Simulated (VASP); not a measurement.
Write the native input for VASP 6.6.1 that does the following.

```yaml
Task: single point
Functional: r2SCAN
Dispersion: D3(BJ)
Potentials_or_basis: VASP PAW PBE potentials, release 64 (Al, Ru_pv)
Cutoff: 520 eV
k_mesh: 3 × 3 × 1
Occupations: gaussian, width 0.15 eV
Spin: no spin polarisation
Dipole_correction: no
Further_INCAR_settings: LREAL = Auto; ALGO = Normal; EDIFF = 1e-06; NBANDS = 45
```

Al16Ru, a slab with vacuum:

```
Al Ru
1.0
     5.72757    0.00000    0.00000
     2.86378    4.96022    0.00000
     0.00000    0.00000   18.01481
Al Ru
16 1
Direct
  0.00000 0.00000 0.05551
  0.50000 0.00000 0.05551
  0.00000 0.50000 0.05551
  0.50000 0.50000 0.05551
  0.16722 0.16638 0.18243
  0.66325 0.17009 0.18000
  0.16808 0.66595 0.18260
  0.66325 0.66664 0.18000
  0.83114 0.33441 0.30367
  0.34028 0.32626 0.31213
  0.82623 0.83688 0.30258
  0.34026 0.83343 0.31214
  0.96245 0.98968 0.42708
  0.38703 0.05643 0.46571
  0.96252 0.54777 0.42706
  0.49147 0.50424 0.44181
  0.90320 0.29841 0.51587
```

These files were run (other wordings do the same):

POSCAR

```
Al16Ru
1.0
    5.7275650000      0.0000000000      0.0000000000
    2.8637820000      4.9602170000      0.0000000000
    0.0000000000      0.0000000000     18.0148060000
Al Ru
16 1
Direct
    0.0000000000      0.0000000000      0.0555099000
    0.5000000000      0.0000000000      0.0555099000
    0.0000000000      0.5000000000      0.0555099000
    0.5000000000      0.5000000000      0.0555099000
    0.1672172043      0.1663828446      0.1824344221
    0.6632475635      0.1700914120      0.1800013342
    0.1680836844      0.6659498232      0.1826008850
    0.6632461820      0.6666447980      0.1800032193
   -0.1688594989      0.3344111462      0.3036706845
    0.3402779254      0.3262608419      0.3121343749
   -0.1737699651      0.8368778644      0.3025798209
    0.3402613500      0.8334342153      0.3121395420
   -0.0375503869     -0.0103201225      0.4270817083
    0.3870293487      0.0564311001      0.4657077372
   -0.0374777933      0.5477747706      0.4270598482
    0.4914744568      0.5042406720      0.4418117628
   -0.0967978366      0.2984123525      0.5158699321
```

INCAR.step1

```
PREC = Accurate
ENCUT = 520
ISMEAR = 0
SIGMA = 0.15
LREAL = Auto
LASPH = T
NELM = 100
NBANDS = 45
GGA = PE
ALGO = Normal
EDIFF = 1E-4
LWAVE = T
LCHARG = F
```

INCAR.step2

```
PREC = Accurate
ENCUT = 520
EDIFF = 1E-6
ISMEAR = 0
SIGMA = 0.15
LREAL = Auto
LASPH = T
NELM = 100
ALGO = Normal
ISIF = 2
LWAVE = F
LCHARG = F
METAGGA = R2SCAN
LMIXTAU = T
IVDW = 12
VDW_S6 = 1.0
VDW_S8 = 0.78981345
VDW_A1 = 0.49484001
VDW_A2 = 5.73083694
NBANDS = 45
ISTART = 1
```

KPOINTS

```
regular mesh
0
Gamma
  3 3 1
```

Potentials or basis: VASP PAW PBE potentials, release 64 (Al, Ru_pv).

Run with:

```console
$ cat potpaw_PBE.64/Al/POTCAR potpaw_PBE.64/Ru_pv/POTCAR > POTCAR
$ cp INCAR.step1 INCAR
$ mpirun -np 1 vasp_std > vasp.out
$ cp INCAR.step2 INCAR
$ mpirun -np 1 vasp_std > vasp.out
```

It gave:

```
Largest force              : 0.132 eV/Å
Band gap on the k mesh     : zero (bands 31 and 32 overlap by 0.53 eV)
Dispersion energy per atom : -0.121 eV
```

Caveat: the k points lie up to 0.42 Å⁻¹ apart, too coarse for converged energies and pressures of a metal; there is no dipole correction, which matters where the two faces differ; the PAW data sets were made with another functional, which shifts forces and pressure a little.

Run time: 8.7 min on 1 thread of Intel(R) Xeon(R) 6975P-C (Granite Rapids), on a shared host, peak memory 0.76 GiB.
